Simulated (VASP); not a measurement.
Here is a VASP 6.6.1 calculation.

INCAR

```
SYSTEM = ZnS
PREC = Accurate ; ENCUT = 520
EDIFF = 1E-6 ; ISMEAR = 0
SIGMA = 0.05 ; LREAL = .FALSE.
LASPH = .TRUE. ; NELM = 80
ALGO = Normal ; ISIF = 2
LWAVE = .FALSE. ; LCHARG = .FALSE.
GGA = PE ; NBANDS = 16
```

KPOINTS

```
regular mesh
0
G
  10 10 10
  0 0 0
```

POSCAR

```
ZnS
1.0
    0.0000000000      2.6235105000      2.6235105000
    2.6235105000      0.0000000000      2.6235105000
    2.6235105000      2.6235105000      0.0000000000
Zn S
1 1
Direct
    0.0000000000      0.0000000000      0.0000000000
    0.7500000000      0.7500000000      0.7500000000
```

Potentials or basis: VASP PAW PBE potentials, release 64 (Zn, S).

The run is started by

```sh
$ cat potpaw_PBE.64/Zn/POTCAR potpaw_PBE.64/S/POTCAR > POTCAR
$ mpirun -np 1 vasp_std > vasp.out
```

Task: Predict the pressure.

Result: 10.0 GPa.

Task: What does it give for the band gap on the k mesh?

Result: 2.51 eV, direct.

Caveat: the cell differs from its parent crystal (strain -0.030 along x and y, -0.030 along z).
